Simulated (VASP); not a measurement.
The system is AlN.

```
Al N
1.0
     3.10669    0.00000    0.00000
    -1.55335    2.69048    0.00000
     0.00000    0.00000    5.12795
Al N
2 2
Direct
  0.33333 0.66667 0.99899
  0.66667 0.33333 0.49899
  0.33333 0.66667 0.37601
  0.66667 0.33333 0.87601
```

This cell differs from its parent crystal: uniaxial z strain +3.0%.

Program: VASP 6.6.1. Alike in all runs: task single point; potentials or basis VASP PAW PBE potentials, release 64 (Al, N); no spin polarisation; cell as given; cutoff (eV) 520.

Task: Order these runs on this cell by their band gap on the k mesh, lowest first.
A. level HSE06; k mesh 6 × 6 × 4; smearing gaussian 0.01 eV; grid for exact exchange (PRECFOCK) Normal; share of exact exchange 0.25; screening parameter 0.2079 1/Å
B. level PBE; k mesh 12 × 12 × 6; smearing fermi-dirac 0.02 eV
C. level r2SCAN; k mesh 12 × 12 × 6; smearing gaussian 0.01 eV

Result: B (4.07 eV), C (4.74 eV), A (5.41 eV).

Caveats: the cell stands under tension (at least some runs).

A k mesh can miss the band edges.
